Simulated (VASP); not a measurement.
Runs of VASP 6.6.1 on Al. The structure is that of space group Fm-3m (No. 225), or close to it. The cells are those of the table. 

```csv
cell,gap on the mesh (eV),pressure (GPa)
"a = 2.938, b = 2.938, c = 2.862 Å, angles 60.9, 60.9, 58.3°, 1 atom",none,-3.8
"a = 2.884, b = 2.884, c = 2.862 Å, angles 60.2, 60.2, 59.5°, 1 atom",none,(b)
"a = 2.906, b = 2.906, c = 2.862 Å, angles 60.5, 60.5, 59.0°, 1 atom",none,-2.5
"a = 2.927, b = 2.927, c = 2.862 Å, angles 60.7, 60.7, 58.5°, 1 atom",none,(a)
"a = 2.820, b = 2.820, c = 2.862 Å, angles 59.5, 59.5, 61.0°, 1 atom",none,2.1
```

Alike in all rows: task single point; level PBE; potentials or basis VASP PAW PBE potentials, release 64 (Al); no spin polarisation; k mesh 20 × 20 × 20; cutoff (eV) 520; smearing gaussian 0.15 eV.

Q: Estimate the missing entries.

A: (a) -3.4; (b) -1.5.

A gap of «none» marks levels without a gap at the run's occupations.
